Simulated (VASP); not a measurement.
# TaVN2 (P4/mmm) in VASP: notebook

The runs below take TaVN2 through single point, with PBE+D3(BJ)+U.

All numbers are computed with VASP 6.6.1; they aren't measurements. Logs are shortened: lines on timing, memory, paths and dates and some standing lists are left out, and cuts for length are marked.

### 1 The cell of the first run

Symmetry: P4/mmm, No. 123, tetragonal system. The conventional cell has a = 3.050 Å, b = 3.050 Å, c = 4.296 Å, α = 90.00°, β = 90.00°, γ = 90.00°. Ta (site symmetry 4/mmm) has 6 N at 2.15 to 2.16 Å within 2.8 Å. Within 2.8 Å of V (site symmetry 4/mmm) lie 6 N at 2.15 to 2.16 Å. Within 2.8 Å of N (site symmetry 4/mmm) lie 2 Ta at 2.15 Å and 4 V at 2.16 Å. N (site symmetry 4/mmm) has 2 V at 2.15 Å and 4 Ta at 2.16 Å within 2.8 Å.

### 2 Single point, PBE+D3(BJ)+U, collinear spin, antiferromagnetic start

Input file INCAR:

```
ALGO = Normal ; EDIFF = 1E-6
ENCUT = 600 ; GGA = PE
GGA_COMPAT = False ; ISIF = 2
ISMEAR = -1 ; ISPIN = 2
IVDW = 12 ; LASPH = True
LCHARG = True ; LDAU = True
LDAUJ = 0 0.9 0 ; LDAUL = -1 2 -1
LDAUPRINT = 1 ; LDAUTYPE = 1
LDAUU = 0 5.9 0 ; LELF = True
LMAXMIX = 4 ; LORBIT = 11
LREAL = False ; LVHAR = True
LWAVE = False ; MAGMOM = 0 0 1.8 -1.8 0 0 0 0
NBANDS = 50 ; NELM = 200
PREC = Accurate ; SIGMA = 0.05
```

Input file KPOINTS:

```
k-points
0
Gamma
  4 7 5
```

Input file POSCAR:

```
TaVN2
1.0
    6.0997000000      0.0000000000      0.0000000000
    0.0000000000      3.0499000000      0.0000000000
    0.0000000000      0.0000000000      4.2961000000
Ta V N
2 2 4
Direct
    0.0000000000      0.0000000000      0.0000000000
    0.5000000000      0.0000000000      0.0000000000
    0.2500000000      0.5000000000      0.5000000000
    0.7500000000      0.5000000000      0.5000000000
    0.0000000000      0.0000000000      0.5000000000
    0.2500000000      0.5000000000      0.0000000000
    0.5000000000      0.0000000000      0.5000000000
    0.7500000000      0.5000000000      0.0000000000
```

Potentials or basis: VASP PAW PBE potentials, release 64 (Ta_sv_GW, V_sv, N).

Launch:

```
cat potpaw_PBE.64/Ta_sv_GW/POTCAR potpaw_PBE.64/V_sv/POTCAR potpaw_PBE.64/N/POTCAR > POTCAR
mpirun -np 1 vasp_std > vasp.out
```

OUTCAR:

```text
EDIFF = 1E-6
   ENCUT = 600
   GGA = PE
   ISIF = 2
   ISMEAR = -1
   ISPIN = 2
   IVDW = 12
   LASPH = True
   LORBIT = 11
   LREAL = False
   NELM = 200
   PREC = Accurate
 IVDW          = 12

 ion  position               nearest neighbor table
   1  0.000  0.000  0.000-   5 2.15   5 2.15   8 2.16   6 2.16   6 2.16   8 2.16   4 3.04   4 3.04
                             3 3.04   4 3.04   3 3.04   3 3.04   3 3.04   4 3.04   2 3.05   2 3.05
   2  0.500  0.000  0.000-   7 2.15   7 2.15   8 2.16   6 2.16   6 2.16   8 2.16   4 3.04   4 3.04
                             3 3.04   4 3.04   3 3.04   3 3.04   3 3.04   4 3.04   1 3.05   1 3.05
   3  0.250  0.500  0.500-   6 2.15   6 2.15   7 2.16   5 2.16   5 2.16   7 2.16   2 3.04   2 3.04
                             1 3.04   2 3.04   1 3.04   1 3.04   1 3.04   2 3.04
   4  0.750  0.500  0.500-   8 2.15   8 2.15   5 2.16   7 2.16   5 2.16   7 2.16   2 3.04   2 3.04
                             1 3.04   2 3.04   1 3.04   1 3.04   1 3.04   2 3.04
   5  0.000  0.000  0.500-   1 2.15   1 2.15   4 2.16   3 2.16   3 2.16   4 2.16
   6  0.250  0.500  0.000-   3 2.15   3 2.15   1 2.16   2 2.16   1 2.16   2 2.16
   7  0.500  0.000  0.500-   2 2.15   2 2.15   4 2.16   3 2.16   3 2.16   4 2.16
   8  0.750  0.500  0.000-   4 2.15   4 2.15   1 2.16   2 2.16   1 2.16   2 2.16

  LATTYP: Found a simple orthorhombic cell.
 ALAT       =     3.0499000000
 B/A-ratio  =     1.4086035608
 C/A-ratio  =     1.9999672120

  Lattice vectors:

 A1 = (   0.0000000000,   3.0499000000,   0.0000000000)
 A2 = (   0.0000000000,   0.0000000000,   4.2961000000)
 A3 = (   6.0997000000,   0.0000000000,   0.0000000000)

Analysis of symmetry for initial positions (statically):
=====================================================================
 Subroutine PRICEL returns following result:

  LATTYP: Found a simple orthorhombic cell.
 ALAT       =     3.0498500000
 B/A-ratio  =     1.0000163942
 C/A-ratio  =     1.4086266538
[... 12 lines left out ...]
 Subroutine GETGRP returns: Found  8 space group operations
 (whereof  8 operations were pure point group operations)
 out of a pool of  8 trial point group operations.

The static configuration has the point symmetry D_2h.

Analysis of symmetry for dynamics (positions and initial velocities):
=====================================================================
 Subroutine PRICEL returns following result:

  LATTYP: Found a simple orthorhombic cell.
 ALAT       =     3.0498500000
 B/A-ratio  =     1.0000163942
 C/A-ratio  =     1.4086266538
[... 12 lines left out ...]
 Subroutine GETGRP returns: Found  8 space group operations
[... 243 lines left out ...]
 number of electron      71.9999995 magnetization       0.0000000

 Free energy of the ion-electron system (eV)
  ---------------------------------------------------
  ext. energy  EPLUGINS =         0.00000000
  ---------------------------------------------------
  free energy    TOTEN  =       -81.07357504 eV

  energy without entropy =      -81.04853934  energy(sigma->0) =      -81.06105719

 E-fermi :  12.3119     XC(G=0): -13.4232

 val. band max:       12.3005203256   @ k =   0.5000   0.2857   0.0000
 cond. band min:      12.3128057987   @ k =   0.2500   0.2857   0.2000
 fundamental gap:      0.0122854731
 Fermi energy:        12.3118937716

 spin component 1

 k-point     1 :       0.0000    0.0000    0.0000
  band No.  band energies     occupation
      1     -57.2660      1.00000
      2     -57.2417      1.00000
      3     -52.7455      1.00000
      4     -50.4584      1.00000
      5     -26.7806      1.00000
      6     -26.6573      1.00000
[... 2441 lines left out ...]
     47      17.2755      0.00000
     48      17.7295      0.00000

 [... further k-points ...]

 [bands above 48 left out]

------------------------ aborting loop because EDIFF is reached ----------------------------------------

 Edisp (eV)   -3.60931

 E8    (eV) :    -1.5861

  FORCE on cell =-STRESS in cart. coord.  units (eV):
  Direction    XX          YY          ZZ          XY          YZ          ZX
  --------------------------------------------------------------------------------------
  -------------------------------------------------------------------------------------
  Total       6.40217     6.47436     2.11803     0.00000     0.00000     0.00000
  in kB     128.34208   129.78934    42.45937     0.00000     0.00000     0.00000
  external pressure =      100.20 kB  Pullay stress =        0.00 kB

 VOLUME and BASIS-vectors are now :
 -----------------------------------------------------------------------------
  energy-cutoff  :      600.00
  volume of cell :       79.92
      direct lattice vectors                 reciprocal lattice vectors
     6.099700000  0.000000000  0.000000000     0.163942489  0.000000000  0.000000000
     0.000000000  3.049900000  0.000000000     0.000000000  0.327879603  0.000000000
     0.000000000  0.000000000  4.296100000     0.000000000  0.000000000  0.232769256

 POSITION                                       TOTAL-FORCE (eV/Angst)
 -----------------------------------------------------------------------------------
      0.00000      0.00000      0.00000         0.000000      0.000000     -0.000000
      3.04985      0.00000      0.00000         0.000000      0.000000      0.000000
      1.52493      1.52495      2.14805         0.000000      0.000000      0.000000
      4.57478      1.52495      2.14805         0.000000      0.000000      0.000000
      0.00000      0.00000      2.14805         0.000000      0.000000     -0.000000
      1.52493      1.52495      0.00000         0.000000     -0.000000     -0.000000
      3.04985      0.00000      2.14805         0.000000      0.000000     -0.000000
      4.57478      1.52495      0.00000        -0.000000      0.000000     -0.000000
 -----------------------------------------------------------------------------------
    total drift:                                0.000000     -0.000000     -0.000000

  FREE ENERGIE OF THE ION-ELECTRON SYSTEM (eV)
  ---------------------------------------------------
  free  energy   TOTEN  =       -84.6828884127 eV

  energy  without entropy=      -84.6578527085  energy(sigma->0) =      -84.67037056

 total charge

# of ion       s       p       d       f       tot
--------------------------------------------------
    1        3.125   6.071   2.288   0.149  11.632
    2        3.125   6.071   2.288   0.149  11.632
    3        2.201   6.214   3.173   0.000  11.588
    4        2.201   6.214   3.173   0.000  11.588
    5        1.231   2.538   0.000   0.000   3.769
    6        1.232   2.564   0.000   0.000   3.796
    7        1.231   2.538   0.000   0.000   3.769
    8        1.232   2.564   0.000   0.000   3.796
--------------------------------------------------
tot         15.579  34.774  10.921   0.297  61.570

 magnetization (x)

# of ion       s       p       d       f       tot
--------------------------------------------------
    1        0.000   0.000   0.000   0.000   0.000
    2        0.000   0.000   0.000   0.000   0.000
    3        0.018   0.020   2.324   0.000   2.361
    4       -0.018  -0.020  -2.324   0.000  -2.361
    5        0.000   0.000   0.000   0.000   0.000
    6       -0.002   0.021   0.000   0.000   0.019
    7        0.000   0.000   0.000   0.000   0.000
    8        0.002  -0.021   0.000   0.000  -0.019
--------------------------------------------------
tot          0.000   0.000   0.000   0.000   0.000
```

Wall time 3.6 min (1 thread of Intel Xeon 6975P-C (Granite Rapids), shared host); peak memory 0.43 GiB.

Results:

```yaml
Free_energy: -84.6829 eV
Pressure: 10.0 GPa
Band_gap_on_the_k_mesh: zero (filled and empty bands overlap)
Net_moment: 0.00 μB per cell
Site_moments: Ta +0.00; V +2.36, -2.36; N +0.00, +0.02, -0.02 (each value once) μB
Valence_electrons_inside_the_program's_atomic_spheres: Ta 11.63; V 11.59; N 3.77, 3.80 (each value once)
Dispersion_energy_per_atom: -0.451 eV
```

Levels at points of the mesh, in eV from the Fermi level:
Spin up:
```
           k point  band 34  band 35  band 36  band 37  band 38  band 39
(0.00, 0.00, 0.00)    -2.44    -2.36    -1.80     0.75     0.92     0.96
(0.50, 0.00, 0.00)    -2.40    -1.22    -1.15    -0.72     0.31     0.63
```
Spin down:
```tsv
k point	band 33	band 34	band 35	band 36	band 37	band 38	band 39	band 40
(0.00, 0.00, 0.00)	-2.47	-2.44	-2.36	-1.80	0.75	0.92	0.96	1.07
(0.50, 0.00, 0.00)	-2.40	-2.40	-1.22	-1.15	-0.72	0.31	0.63	1.38
```

Eigenvalues of the final occupation matrices:
```tsv
site	spin	trace	eigenvalues
site 3 d	1	2.77	0.15 0.16 0.76 0.80 0.90
site 3 d	2	0.43	0.04 0.05 0.06 0.14 0.14
site 4 d	1	0.43	0.04 0.05 0.06 0.14 0.14
site 4 d	2	2.77	0.15 0.16 0.76 0.80 0.90
```

Caveat: the cell stands under pressure; spin-orbit coupling is left out, which moves the levels of the heavy elements. The state reached can hang on the start; a lower one may exist.

### 3 Single point, PBE+D3(BJ)+U, collinear spin, ferromagnetic start

Input file INCAR:

```
PREC = Accurate
ENCUT = 600
EDIFF = 1E-6
ISMEAR = -1
SIGMA = 0.05
LREAL = F
LASPH = T
NELM = 200
ALGO = Normal
ISIF = 2
LWAVE = F
LCHARG = F
ISPIN = 2
MAGMOM = 0 0 1.8 1.8 0 0 0 0
LORBIT = 11
LMAXMIX = 4
LDAU = T
LDAUTYPE = 1
LDAUL = -1 2 -1
LDAUU = 0 5.9 0
LDAUJ = 0 0.9 0
LDAUPRINT = 1
GGA = PE
IVDW = 12
NBANDS = 50
GGA_COMPAT = F
```

Input file KPOINTS:

```
Automatic mesh
0
Gamma
  4 7 5
```

POSCAR is that of step 2.

Potentials or basis: VASP PAW PBE potentials, release 64 (Ta_sv_GW, V_sv, N).

Launch:

```
cat potpaw_PBE.64/Ta_sv_GW/POTCAR potpaw_PBE.64/V_sv/POTCAR potpaw_PBE.64/N/POTCAR > POTCAR
mpirun -np 1 vasp_std > vasp.out
```

Wall time 7.1 min (1 thread of Intel Xeon Platinum 8488C (Sapphire Rapids), shared host); peak memory 0.43 GiB.

It converged, with:

```yaml
Free_energy: -84.7739 eV
Pressure: 10.9 GPa
Net_moment: 4.97 μB per cell
Site_moments: Ta -0.13; V +2.42; N +0.05, +0.01 (each value once) μB
Valence_electrons_inside_the_program's_atomic_spheres: Ta 11.63; V 11.61; N 3.77, 3.79 (each value once)
Dispersion_energy_per_atom: -0.451 eV
```

Stress tensor (GPa, compression positive):
```
15.09  0.00  0.00
 0.00 15.37  0.00
 0.00  0.00  2.22
```

Levels at points of the mesh, in eV from the Fermi level:
Spin up:
```csv
k point,band 35,band 36,band 37,band 38,band 39,band 40,band 41,band 42
"(0.00, 0.00, 0.00)",-2.27,-2.26,-1.81,-0.98,-0.20,1.20,1.20,1.50
"(0.50, 0.00, 0.00)",-2.15,-2.15,-0.94,-0.94,-0.56,-0.56,1.61,1.61
```
Spin down:
| k point | band 31 | band 32 | band 33 | band 34 | band 35 | band 36 | band 37 | band 38 |
| --- | --- | --- | --- | --- | --- | --- | --- | --- |
| (0.00, 0.00, 0.00) | -2.28 | -2.17 | -2.17 | -0.05 | -0.05 | 1.02 | 1.20 | 1.67 |
| (0.50, 0.00, 0.00) | -3.27 | -3.27 | -1.07 | -1.07 | 0.40 | 0.40 | 0.75 | 0.75 |

Eigenvalues of the final occupation matrices:
```
    site  spin  trace               eigenvalues
site 3 d     1   2.81  0.14 0.15 0.80 0.80 0.91
site 3 d     2   0.42  0.03 0.05 0.05 0.14 0.14
site 4 d     1   2.81  0.14 0.15 0.80 0.80 0.91
site 4 d     2   0.42  0.03 0.05 0.05 0.14 0.14
```

Caveat: the cell stands under pressure; spin-orbit coupling is left out, which moves the levels of the heavy elements. The state reached can hang on the start; a lower one may exist.
